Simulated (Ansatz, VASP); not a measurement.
This is a calculation of SnTe for VASP 6.6.1.

INCAR

```
SYSTEM = SnTe
  PREC = Accurate
  ENCUT = 520
  EDIFF = 1E-7
  ISMEAR = -5
  SIGMA = 0.05
  LREAL = .False.
  LASPH = .True.
  NELM = 150
  ALGO = Normal
  ISIF = 2
  LWAVE = .False.
  LCHARG = .True.
  MAGMOM = 0 0 0 0 0 0
  LORBIT = 11
  LSORBIT = .True.
  GGA_COMPAT = .False.
  LORBMOM = .True.
  GGA = PE
  IVDW = 12
  LVHAR = .True.
  NBANDS = 32
```

Contents of KPOINTS:

```
regular mesh
0
Gamma
  5 5 5
  0 0 0
```

Contents of POSCAR:

```
SnTe
1.0
    0.0000000000      3.6819707652      3.6819707652
    3.6819707652      0.0000000000      3.6819707652
    3.6819707652      3.6819707652      0.0000000000
Te Sn
1 1
Direct
    0.2488810000      0.2490910000      0.2530040000
   -0.0010650000      0.0075970000     -0.0042960000
```

Potentials or basis: VASP PAW PBE potentials, release 64 (Te, Sn_d).

Command:

```console
$ cat potpaw_PBE.64/Te/POTCAR potpaw_PBE.64/Sn_d/POTCAR > POTCAR
$ mpirun -np 1 vasp_ncl > vasp.out
```

Task: Set up the same calculation for Ansatz 0.2.0. Potentials there: all-electron LAPW, relativistic spinors.

Result: As run (the cutoff follows the program's own potentials):

File input.yaml:

```yaml
crystal:
  lattice:
    - [0.0, 3.6819707652, 3.6819707652]
    - [3.6819707652, 0.0, 3.6819707652]
    - [3.6819707652, 3.6819707652, 0.0]
  atoms:
    - { symbol: Te, position: [0.248881, 0.249091, 0.253004] }
    - { symbol: Sn, position: [-0.001065, 0.007597, -0.004296] }
kpoints:
  mp_grid: { grid: [5, 5, 5] }
scf:
  occupations: { method: tetrahedron }
hamiltonian:
  xc: pbe
  dispersion: d3bj
  pseudopotentials: { kind: all_electron, lapw: { basis_error: 0.001 } }
magnetization:
  noncollinear: true
  spin_orbit: true
output:
  forces: true
  stress: true
  eigenvalues: true
```

Potentials or basis: all-electron LAPW, relativistic spinors.

Run with:

```console
$ ansatz run input.yaml --threads 1 --pin off --max-ram 3072MiB --backend cpu --events-out ev --progress --plain --runs-dir out
```

Both were run:

|  | VASP | Ansatz | Ansatz less VASP |
| --- | --- | --- | --- |
| pressure (GPa) | -1.9 | -1.9 | +0.01 |
| traceless stress, the component that is largest in VASP (GPa) | 0.11 | 0.11 | -0.003 |
| rms of the force components (eV/Å) | 0.046 | 0.045 | -0.0005 |
| net moment per atom (μB) | 0.00 | 0.00 | 0.000 |

Atom by atom the forces differ by 0.000 eV/Å (rms over components). Ansatz ran all-electron here, and VASP with PAW potentials.
